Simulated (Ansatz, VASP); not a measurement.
One calculation of B3C, two programs

```
B C
1.0
     2.91383    0.00000    0.00000
     0.00000    2.91383    0.00000
     0.00000    0.00000    2.91383
B C
3 1
Direct
  0.00000 0.50000 0.50000
  0.50000 0.00000 0.50000
  0.50000 0.50000 0.00000
  0.00000 0.00000 0.00000
```

Change from the starting cell: species swapped into the CoPd3 type (Pm-3m, No. 221).

Alike in both runs: functional PBE; k mesh 6 × 6 × 6; occupations gaussian, width 0.2 eV; no spin polarisation.

Ansatz relaxed the structure, and its values are those at the end. VASP's run is a single point on that final structure, the one shown.

|  | VASP | Ansatz |
| --- | --- | --- |
| version | VASP 6.6.1 | Ansatz 0.2.0 |
| potentials or method | VASP PAW PBE potentials, release 64 (B, C), cutoff 600 eV | scalar-relativistic, plane waves, PAW |
| valence electrons in the cell | 13 | 13 |

Ansatz gave:

- gap on the k mesh at the Fermi level (eV): none
- pressure (GPa): -0.7

Problem. What did VASP give for the same quantities?

Solution. gap on the k mesh at the Fermi level (eV): none; pressure (GPa): -0.9.

A gap of «none» marks a metal or a gap that the smearing closes. The functional is the same, so the differences come from potentials, cutoffs and numerics.
